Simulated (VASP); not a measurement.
# Ni (Fd-3m) in VASP: further runs

The runs below take Ni through single point, relaxation of cell and atoms, with PBE.

Everything below comes from runs of VASP 6.6.1. Logs are shortened: lines on timing, memory, paths and dates and some standing lists are left out, and cuts for length are marked.

## (1) The cell of the first run

Symmetry: Fd-3m, No. 227, cubic system. The conventional cell has a = 5.229 Å, b = 5.229 Å, c = 5.229 Å, α = 90.00°, β = 90.00°, γ = 90.00°. Within 3.0 Å of Ni (site symmetry -43m) lie 4 Ni at 2.26 Å.

## (2) Single point, PBE (volume scaled by 1.08)

Input file INCAR:

```
  PREC = Accurate
  ENCUT = 520
  EDIFF = 1E-6
  ISMEAR = -1
  SIGMA = 0.1
  LREAL = F
  LASPH = T
  NELM = 80
  ALGO = Normal
  ISIF = 2
  LWAVE = F
  LCHARG = T
  GGA = PE
  LELF = T
  LVHAR = T
  NBANDS = 17
```

Input file KPOINTS:

```
regular mesh
0
Gamma
  12 12 12
```

Input file POSCAR:

```
Ni
1.0
    0.0000000000      2.6147115120      2.6147115120
    2.6147115120      0.0000000000      2.6147115120
    2.6147115120      2.6147115120      0.0000000000
Ni
2
Direct
    0.1250000000      0.1250000000      0.1250000000
    0.8750000000      0.8750000000      0.8750000000
```

Potentials or basis: VASP PAW PBE potentials, release 64 (Ni).

The run is started by

```console
cat potpaw_PBE.64/Ni/POTCAR > POTCAR
mpirun -np 1 vasp_std > vasp.out
```

OUTCAR:

```text
PREC = Accurate
   ENCUT = 520
   EDIFF = 1E-6
   ISMEAR = -1
   LREAL = F
   LASPH = T
   NELM = 80
   ISIF = 2
   GGA = PE

 ion  position               nearest neighbor table
   1  0.125  0.125  0.125-   2 2.26   2 2.26   2 2.26   2 2.26
   2  0.875  0.875  0.875-   1 2.26   1 2.26   1 2.26   1 2.26

  LATTYP: Found a face centered cubic cell.
 ALAT       =     5.2294230240

  Lattice vectors:

 A1 = (   0.0000000000,   2.6147115120,   2.6147115120)
 A2 = (   2.6147115120,   0.0000000000,   2.6147115120)
 A3 = (   2.6147115120,   2.6147115120,   0.0000000000)

Analysis of symmetry for initial positions (statically):
=====================================================================
 Subroutine PRICEL returns:
 Original cell was already a primitive cell.

 Routine SETGRP: Setting up the symmetry group for a
 face centered cubic supercell.

 Subroutine GETGRP returns: Found 48 space group operations
 (whereof 12 operations were pure point group operations)
 out of a pool of 48 trial point group operations.

The static configuration has the point symmetry D_3d.
 The point group associated with its full space group is O_h .

Analysis of symmetry for dynamics (positions and initial velocities):
=====================================================================
 Subroutine PRICEL returns:
 Original cell was already a primitive cell.

 Routine SETGRP: Setting up the symmetry group for a
 face centered cubic supercell.

 Subroutine GETGRP returns: Found 48 space group operations
 (whereof 12 operations were pure point group operations)
 out of a pool of 48 trial point group operations.

The dynamic configuration has the point symmetry D_3d.
 The point group associated with its full space group is O_h .

 Subroutine INISYM returns: Found 48 space group operations
 (whereof 12 operations are pure point group operations),
 and found     1 'primitive' translations

----------------------------------------------------------------------------------------

                                     Primitive cell

  volume of cell :      35.7521

  direct lattice vectors                    reciprocal lattice vectors
     0.000000000  2.614711512  2.614711512    -0.191225685  0.191225685  0.191225685
     2.614711512  0.000000000  2.614711512     0.191225685 -0.191225685  0.191225685
     2.614711512  2.614711512  0.000000000     0.191225685  0.191225685 -0.191225685

  length of vectors
     3.697760482  3.697760482  3.697760482     0.331212602  0.331212602  0.331212602

  position of ions in fractional coordinates (direct lattice)
     0.125000000  0.125000000  0.125000000
     0.875000000  0.875000000  0.875000000

  ion indices of the primitive-cell ions
   primitive index   ion index
                 1           1
                 2           2

----------------------------------------------------------------------------------------

 KPOINTS: regular mesh

Automatic generation of k-mesh.
 Grid dimensions read from file:
 generate k-points for:   12   12   12

 Generating k-lattice:

  Cartesian coordinates                     Fractional coordinates (reciprocal lattice)
    -0.015935474  0.015935474  0.015935474     0.083333333  0.000000000  0.000000000
     0.015935474 -0.015935474  0.015935474     0.000000000  0.083333333  0.000000000
     0.015935474  0.015935474 -0.015935474     0.000000000  0.000000000  0.083333333

  Length of vectors
     0.027601050  0.027601050  0.027601050

  Shift w.r.t. Gamma in fractional coordinates (k-lattice)
     0.000000000  0.000000000  0.000000000

 Subroutine IBZKPT returns following result:
 ===========================================

 Found     72 irreducible k-points:

 Following reciprocal coordinates:
            Coordinates               Weight
  0.000000  0.000000  0.000000      1.000000
  0.083333  0.000000  0.000000      8.000000
  0.166667  0.000000  0.000000      8.000000
  0.250000  0.000000  0.000000      8.000000
  0.333333  0.000000  0.000000      8.000000
  0.416667  0.000000  0.000000      8.000000
[... 16 lines left out ...]
  0.500000  0.166667  0.000000     24.000000
 -0.416667  0.166667  0.000000     24.000000
 [... further k-points ...]
   k-points           NKPTS =     72   k-points in BZ     NKDIM =     72   number of bands    NBANDS=     17
   number of dos      NEDOS =    301   number of ions     NIONS =      2
   total plane-waves  NPLWV =  21952
   dimension x,y,z NGX =    28 NGY =   28 NGZ =   28
   dimension x,y,z NGXF=    56 NGYF=   56 NGZF=   56
   ions per type =               2
   NGX,Y,Z   is equivalent  to a cutoff of  12.59, 12.59, 12.59 a.u.
   NGXF,Y,Z  is equivalent  to a cutoff of  25.18, 25.18, 25.18 a.u.
 SYSTEM =  unknown system
   PREC   = accura    normal or accurate (medium, high low for compatibility)
   ISTART =      0    job   : 0-new  1-cont  2-samecut
   ICHARG =      2    charge: 1-file 2-atom 10-const
   ISPIN  =      1    spin polarized calculation?
   LNONCOLLINEAR =      F non collinear calculations
   LSORBIT =      F    spin-orbit coupling
   LASPH  =      T    aspherical Exc in radial PAW
   ENCUT  =  520.0 eV  38.22 Ry    6.18 a.u.   6.88  6.88  6.88*2*pi/ulx,y,z
   NELM   =     80;   NELMIN=  2; NELMDL= -5     # of ELM steps
   EDIFF  = 0.1E-05   stopping-criterion for ELM
   LREAL  =      F    real-space projection
   EDIFFG = 0.1E-04   stopping-criterion for IOM
   NSW    =      0    number of steps for IOM
   IBRION =     -1    ionic relax: 0-MD 1-quasi-New 2-CG
   NFREE  =      0    steps in history (QN), initial steepest desc. (CG)
   ISIF   =      2    stress and relaxation
   ISYM   =      2    0-nonsym 1-usesym 2-fastsym
   POTIM  = 0.5000    time-step for ionic-motion
   TEBEG  =    0.0;   TEEND  =   0.0 temperature during run
   PSTRESS=    0.0 pullay stress
   NELECT =      20.0000    total number of electrons
   NUPDOWN=      -1.0000    fix difference up-down
   EMIN   =  10.00;   EMAX   =-10.00  energy-range for DOS
   EFERMI =   0.00;   METHOD = LEGACY
   ISMEAR =    -1;   SIGMA  =   0.10  broadening in eV -4-tet -1-fermi 0-gaus
   EFERMI_NEDOS =   21; number of points for ismear=-14 and -15
   IALGO  =     38    algorithm
   IMIX   =      4    mixing-type and parameters
     AMIX     =   0.40;   BMIX     =  1.00
     AMIX_MAG =   1.60;   BMIX_MAG =  1.00
  volume/ion in A,a.u.               =      17.88       120.63
  Fermi-wavevector in a.u.,A,eV,Ry     =   1.348914  2.549079 24.756753  1.819570
  Thomas-Fermi vector in A             =   2.476544
   LORBIT       =      0    0 simple, 1 ext, 2 COOP (PROOUT), +10 PAW based schemes
   GGA     = PE    functional components
   LHFCALC =     F    Hartree Fock is set to
   AEXX    =    0.0000 exact exchange contribution
   IVDW    =     0    specifies the selected vdW correction
   LEPSILON=     F    determine dielectric tensor
   LRPA    =     F    only Hartree local field effects (RPA)
 non-spin polarized calculation
  energy-cutoff  :      520.00
  volume of cell :       35.75
 maximum number of plane-waves:       982
   NGX = 13   NGY = 13   NGZ = 13

 number of electron      20.0000011 magnetization

 Free energy of the ion-electron system (eV)
  ---------------------------------------------------
  ext. energy  EPLUGINS =         0.00000000
  ---------------------------------------------------
  free energy    TOTEN  =        -8.43430691 eV

  energy without entropy =       -8.21051320  energy(sigma->0) =       -8.32241006

 E-fermi :   3.8081     XC(G=0): -10.2709

 val. band max:        3.8081058134   @ k =   0.3333   0.1667   0.0833
 cond. band min:       3.8158992205   @ k =   0.4167   0.1667   0.0000
 fundamental gap:      0.0077934070
 Fermi energy:         3.8081094959

 k-point     1 :       0.0000    0.0000    0.0000
  band No.  band energies     occupation
      1      -2.1678      2.00000
      2       1.5094      2.00000
      3       1.5094      2.00000
      4       1.5294      2.00000
      5       1.5294      2.00000
      6       1.5294      2.00000
[... 9 lines left out ...]
     16      15.6996      0.00000
     17      15.6996      0.00000

 k-point     2 :       0.0833    0.0000    0.0000
  band No.  band energies     occupation
      1      -2.0510      2.00000
      2       1.4235      2.00000
      3       1.4235      2.00000
      4       1.5332      2.00000
      5       1.6377      2.00000
      6       1.6377      2.00000
[... 9 lines left out ...]
     16      16.4289      0.00000
     17      16.4289      0.00000

 k-point     3 :       0.1667    0.0000    0.0000
  band No.  band energies     occupation
      1      -1.7065      2.00000
      2       1.3680      2.00000
      3       1.3680      2.00000
      4       1.5481      2.00000
      5       1.7460      2.00000
      6       1.7460      2.00000
[... 9 lines left out ...]
     16      17.1950      0.00000
     17      17.1950      0.00000

 k-point     4 :       0.2500    0.0000    0.0000
  band No.  band energies     occupation
      1      -1.1574      2.00000
      2       1.3587      2.00000
      3       1.3587      2.00000
      4       1.5806      2.00000
      5       1.8017      2.00000
      6       1.8017      2.00000
[... 9 lines left out ...]
     16      17.0642      0.00000
     17      17.0642      0.00000
[... 343 lines left out ...]
      1       0.1356      2.00000
      2       1.1568      2.00000
      3       1.5586      2.00000
      4       1.5637      2.00000
      5       1.8122      2.00000
      6       1.9444      2.00000
[... 9 lines left out ...]
     16      17.6347      0.00000
     17      18.6720      0.00000

 k-point    23 :       0.5000    0.1667    0.0000
  band No.  band energies     occupation
      1       0.6993      2.00000
      2       1.1828      2.00000
      3       1.5126      2.00000
      4       1.5285      2.00000
      5       1.8547      2.00000
      6       1.8693      2.00000
[... 9 lines left out ...]
     16      18.0799      0.00000
     17      18.4461      0.00000

 k-point    24 :      -0.4167    0.1667    0.0000
  band No.  band energies     occupation
      1       0.7757      2.00000
      2       1.2625      2.00000
      3       1.4203      2.00000
      4       1.5462      2.00000
      5       1.7718      2.00000
      6       1.9362      2.00000
[... 9 lines left out ...]
     16      17.6614      0.00000
     17      18.3194      0.00000

 [... further k-points ...]
[... 5 lines left out ...]
  --------------------------------------------------------------------------------------
  -------------------------------------------------------------------------------------
  Total       -1.2772974     -1.2772974     -1.2772974      0.0000000      0.0000000      0.0000000
  in kB      -57.2402172    -57.2402172    -57.2402172      0.0000000      0.0000000      0.0000000
  external PRESSURE =     -57.2402172 kB  Pullay stress =       0.0000000 kB

 VOLUME and BASIS-vectors are now :
 -----------------------------------------------------------------------------
  energy-cutoff  :      520.00
  volume of cell :       35.75
      direct lattice vectors                 reciprocal lattice vectors
     0.000000000  2.614711512  2.614711512    -0.191225685  0.191225685  0.191225685
     2.614711512  0.000000000  2.614711512     0.191225685 -0.191225685  0.191225685
     2.614711512  2.614711512  0.000000000     0.191225685  0.191225685 -0.191225685

 POSITION                                       TOTAL-FORCE (eV/Angst)
 -----------------------------------------------------------------------------------
      0.65368      0.65368      0.65368         0.000000     -0.000000     -0.000000
      4.57575      4.57575      4.57575        -0.000000      0.000000      0.000000
 -----------------------------------------------------------------------------------
    total drift:                                0.000000      0.000000     -0.000000

  FREE ENERGIE OF THE ION-ELECTRON SYSTEM (eV)
  ---------------------------------------------------
  free  energy   TOTEN  =        -8.4343069122 eV

  energy  without entropy=       -8.2105132035  energy(sigma->0) =       -8.32241006
```

It took 32 s on 1 thread of Intel Xeon Platinum 8259CL at 2.50GHz (Skylake/Cascade Lake), shared host; peak memory 0.17 GiB.

What came out:

```yaml
Free_energy: -8.4343 eV
Pressure: -5.7 GPa
Band_gap_on_the_k_mesh: zero (band 10 reaches 3.86 eV, above the bottom of band 11 at 3.60 eV)
```

Caveat: the cell differs from its parent crystal (volume scaled by 1.08); the run has no spin polarisation, though such a crystal can be magnetic. Spin polarisation is off, so any magnetic state and its effect on volume and gap are missing.

## (3) Single point, PBE (volume scaled by 1.12)

Input file INCAR:

```
SYSTEM = Ni
PREC = Accurate
ENCUT = 520
EDIFF = 1E-6
ISMEAR = -1
SIGMA = 0.1
LREAL = .FALSE.
LASPH = .TRUE.
NELM = 80
ALGO = Normal
ISIF = 2
LWAVE = .FALSE.
LCHARG = .FALSE.
GGA = PE
NBANDS = 17
```

Input file KPOINTS:

```
regular mesh
0
G
  12 12 12
  0 0 0
```

Input file POSCAR:

```
Ni
1.0
    0.0000000000      2.6466013806      2.6466013806
    2.6466013806      0.0000000000      2.6466013806
    2.6466013806      2.6466013806      0.0000000000
Ni
2
Direct
    0.1250000000      0.1250000000      0.1250000000
    0.8750000000      0.8750000000      0.8750000000
```

Potentials or basis: VASP PAW PBE potentials, release 64 (Ni).

The run is started by

```console
cat potpaw_PBE.64/Ni/POTCAR > POTCAR
mpirun -np 1 vasp_std > vasp.out
```

It took 34 s on 1 thread of Intel Xeon Platinum 8259CL at 2.50GHz (Skylake/Cascade Lake), shared host; peak memory 0.18 GiB.

The run converged. Its results:

```yaml
Free_energy: -8.3786 eV
Pressure: -7.7 GPa
Band_gap_on_the_k_mesh: zero (band 10 reaches 3.54 eV, above the bottom of band 11 at 3.29 eV)
```

Levels at points of the mesh, in eV from the Fermi level:
```
           k point  band 7  band 8  band 9  band 10  band 11  band 12  band 13  band 14
(0.00, 0.00, 0.00)   -0.91   -0.91   -0.91    -0.09    -0.09    10.92    10.92    10.92
(0.50, 0.00, 0.00)   -1.00   -0.64   -0.64    -0.21    -0.21     0.76     8.04     8.04
(0.50, 0.50, 0.00)   -1.09   -1.09   -0.09    -0.09     1.23     1.23     4.41     4.41
```

Caveat: the cell differs from its parent crystal (volume scaled by 1.12); the run has no spin polarisation, though such a crystal can be magnetic. Spin polarisation is off, so any magnetic state and its effect on volume and gap are missing.

## (4) Relaxation of cell and atoms, PBE

This run uses another cell than the first one, of 14.77 Å³/atom, 0.826 times its volume.

Input file INCAR:

```
ALGO = Normal ; EDIFF = 1E-6
EDIFFG = -0.01 ; ENCUT = 600
GGA = PE ; IBRION = 2
ISIF = 3 ; ISMEAR = -1
LASPH = T ; LCHARG = F
LREAL = F ; LWAVE = F
NELM = 100 ; NSW = 80
PREC = Accurate ; SIGMA = 0.1
```

Input file KPOINTS:

```
k-points
0
Gamma
  11 11 11
```

Input file POSCAR:

```
Ni
1.0
    0.0000000000      2.4534603088      2.4534603088
    2.4534603088      0.0000000000      2.4534603088
    2.4534603088      2.4534603088      0.0000000000
Ni
2
Direct
    0.1250000000      0.1250000000      0.1250000000
    0.8750000000      0.8750000000      0.8750000000
```

The run is started by

```console
cat potpaw_PBE.64/Ni/POTCAR > POTCAR
mpirun -np 1 vasp_std > vasp.out
```

Wall time 56 s (1 thread of Intel Xeon Platinum 8259CL at 2.50GHz (Skylake/Cascade Lake), shared host); peak memory 0.17 GiB.

Results (log left out):

- Free energy: -8.4823 eV
- Relaxed volume: 16.55 Å³/atom
- Relaxed cell: a = 3.604 Å, b = 3.604 Å, c = 3.604 Å, α = 60.00°, β = 60.00°, γ = 60.00°
- Space group after relaxing (to 0.05 Å): Fd-3m (No. 227)
- Energy gained by relaxing: 65.9 meV/atom
- Ionic steps: 3
- Pressure after relaxing: 0.0 GPa
- Band gap on the k mesh: zero (band 10 reaches 4.61 eV, above the bottom of band 11 at 4.32 eV)

The path:
```
step  energy change (eV)  largest force (eV/Å)  pressure (GPa)  volume (Å³)
   1              0.0000                0.0000           13.19        29.54
   2             -0.1035                0.0000           -4.41        35.05
   3             -0.1317                0.0000            0.04        33.09
```

Final structure:
```xyz
2
Lattice="0.0000 2.5482 2.5482 2.5482 0.0000 2.5482 2.5482 2.5482 0.0000" Properties=species:S:1:pos:R:3 pbc="T T T"
Ni    0.6370    0.6370    0.6370
Ni    4.4593    4.4593    4.4593
```

Levels at points of the mesh, in eV from the Fermi level:
| k point | band 8 | band 9 | band 10 | band 11 | band 12 | band 13 |
| --- | --- | --- | --- | --- | --- | --- |
| (0.00, 0.00, 0.00) | -1.06 | -1.06 | -0.09 | -0.09 | 11.89 | 11.89 |

Caveat: the run has no spin polarisation, though such a crystal can be magnetic. Spin polarisation is off, so any magnetic state and its effect on volume and gap are missing.

## (5) Single point, PBE

This run uses another cell than the first one, of 16.55 Å³/atom, 0.926 times its volume.

Input file INCAR:

```
SYSTEM = Ni
PREC = Accurate
ENCUT = 520
EDIFF = 1E-7
ISMEAR = -1
SIGMA = 0.1
LREAL = .False.
LASPH = .True.
NELM = 100
ALGO = Normal
ISIF = 2
LWAVE = .False.
LCHARG = .False.
GGA = PE
NBANDS = 17
```

Input file KPOINTS:

```
regular mesh
0
Gamma
  17 17 17
  0 0 0
```

Input file POSCAR:

```
Ni
1.0
    0.0000000000      2.5484876138      2.5484876138
    2.5484876138      0.0000000000      2.5484876138
    2.5484876138      2.5484876138      0.0000000000
Ni
2
Direct
    0.1250000000      0.1250000000      0.1250000000
    0.8750000000      0.8750000000      0.8750000000
```

The run is started by

```console
cat potpaw_PBE.64/Ni/POTCAR > POTCAR
mpirun -np 1 vasp_std > vasp.out
```

It took 67 s on 1 thread of Intel Xeon Platinum 8259CL at 2.50GHz (Skylake/Cascade Lake), shared host; peak memory 0.21 GiB.

Results (log left out):

* Free energy: -8.4845 eV
* Pressure: 0.0 GPa
* Band gap on the k mesh: zero (band 10 reaches 4.59 eV, above the bottom of band 11 at 4.30 eV)

Levels at points of the mesh, in eV from the Fermi level:
```tsv
k point	band 8	band 9	band 10	band 11	band 12	band 13
(0.00, 0.00, 0.00)	-1.06	-1.06	-0.09	-0.09	11.89	11.89
```

Caveat: the run has no spin polarisation, though such a crystal can be magnetic. Spin polarisation is off, so any magnetic state and its effect on volume and gap are missing.

## (6) Single point, PBE

This run uses another cell than the first one, of 16.55 Å³/atom, 0.926 times its volume.

Input file INCAR:

```
SYSTEM = Ni
PREC = Accurate ; ENCUT = 520
EDIFF = 1E-6 ; ISMEAR = -1
SIGMA = 0.1 ; LREAL = .False.
LASPH = .True. ; NELM = 80
ALGO = Normal ; ISIF = 2
LWAVE = .False. ; LCHARG = .False.
GGA = PE ; NBANDS = 17
```

Input file KPOINTS:

```
regular mesh
0
Gamma
  6 6 6
  0 0 0
```

Input file POSCAR:

```
Ni
1.0
    0.0000000000      2.5484878774      2.5484878774
    2.5484878774      0.0000000000      2.5484878774
    2.5484878774      2.5484878774      0.0000000000
Ni
2
Direct
    0.1250000000      0.1250000000      0.1250000000
    0.8750000000      0.8750000000      0.8750000000
```

Potentials or basis: VASP PAW PBE potentials, release 64 (Ni).

The run is started by

```console
cat potpaw_PBE.64/Ni/POTCAR > POTCAR
mpirun -np 1 vasp_std > vasp.out
```

Wall time 8.9 s (1 thread of Intel Xeon 6975P-C, shared host); peak memory 0.15 GiB.

The run converged. Its results:

| Item | Value |
| --- | --- |
| Free energy | -8.4935 eV |
| Pressure | 0.0 GPa |
| Band gap on the k mesh | zero (band 10 reaches 4.57 eV, above the bottom of band 11 at 4.32 eV) |

Levels at points of the mesh, in eV from the Fermi level:
| k point | band 6 | band 7 | band 8 | band 9 | band 10 | band 11 | band 12 | band 13 | band 14 | band 15 |
| --- | --- | --- | --- | --- | --- | --- | --- | --- | --- | --- |
| (0.00, 0.00, 0.00) | -2.52 | -1.07 | -1.07 | -1.07 | -0.09 | -0.09 | 11.88 | 11.88 | 11.88 | 12.45 |
| (0.50, 0.00, 0.00) | -2.45 | -1.29 | -0.74 | -0.74 | -0.23 | -0.23 | 0.89 | 8.69 | 8.69 | 12.31 |
| (0.50, 0.50, 0.00) | -2.00 | -1.28 | -1.28 | -0.10 | -0.10 | 1.36 | 1.36 | 4.59 | 4.59 | 9.48 |

Caveat: the run has no spin polarisation, though such a crystal can be magnetic. Spin polarisation is off, so any magnetic state and its effect on volume and gap are missing.

## (7) The runs side by side

```tsv
task	cell	k mesh	cutoff (eV)	gap on the mesh (eV)	pressure (GPa)
single point	a = 3.698 Å, angles 60.0°, 2 atoms	12 × 12 × 12	520	none	-5.7
single point	a = 3.743 Å, angles 60.0°, 2 atoms	12 × 12 × 12	520	none	-7.7
relaxation of cell and atoms	relaxed from a = 3.470 Å, angles 60.0°, 2 atoms	11 × 11 × 11	600	none	0.0
single point	a = 3.604 Å, angles 60.0°, 2 atoms	17 × 17 × 17	520	none	0.0
single point	a = 3.604 Å, angles 60.0°, 2 atoms	6 × 6 × 6	520	none	0.0
```

Alike in all rows: level PBE; potentials or basis VASP PAW PBE potentials, release 64 (Ni); no spin polarisation; smearing fermi-dirac 0.1 eV.

Caveats: the run has no spin polarisation, though such a crystal can be magnetic.

Absolute energies hang on the potentials; compare differences alone.
